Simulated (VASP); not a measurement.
A run of VASP 6.6.1:

POSCAR

```
TiN
1.0
    0.0000000000      2.1165700727      2.1165700727
    2.1165700727      0.0000000000      2.1165700727
    2.1165700727      2.1165700727      0.0000000000
Ti N
1 1
Direct
    0.0000000000      0.0000000000      0.0000000000
    0.5000000000      0.5000000000      0.5000000000
```

The input INCAR.step1:

```
SYSTEM = TiN
PREC = Accurate ; ENCUT = 1460
ISMEAR = -1 ; SIGMA = 0.1
LREAL = .False. ; LASPH = .True.
NELM = 120 ; NBANDS = 16
GGA = PE ; ALGO = Normal
EDIFF = 1E-5 ; LWAVE = .True.
LCHARG = .False. ; GGA_COMPAT = .False.
```

Contents of INCAR.step2:

```
SYSTEM = TiN
PREC = Accurate ; ENCUT = 1460
EDIFF = 1E-6 ; ISMEAR = -1
SIGMA = 0.1 ; LREAL = .False.
LASPH = .True. ; NELM = 120
ALGO = Normal ; ISIF = 2
LWAVE = .False. ; LCHARG = .True.
METAGGA = R2SCAN ; LMIXTAU = .True.
LELF = .True. ; LVHAR = .True.
NBANDS = 16 ; ISTART = 1
GGA_COMPAT = .False.
```

File KPOINTS:

```
regular mesh
0
Gamma
  17 17 17
  0 0 0
```

Potentials or basis: VASP PAW PBE potentials, release 64 (Ti_sv, N_h).

The run is started by

```bash
$ cat potpaw_PBE.64/Ti_sv/POTCAR potpaw_PBE.64/N_h/POTCAR > POTCAR
$ cp INCAR.step1 INCAR
$ mpirun -np 1 vasp_std > vasp.out
$ cp INCAR.step2 INCAR
$ mpirun -np 1 vasp_std > vasp.out
```

Hardware: 1 thread of Intel(R) Xeon(R) 6975P-C (Granite Rapids), on a shared host.

**Question.** How long does it take, and how much memory?

**Answer.** It took 6 min on 1 thread of Intel(R) Xeon(R) 6975P-C (Granite Rapids), with other jobs on the host, peak memory 0.45 GiB. Counts: k points 165.
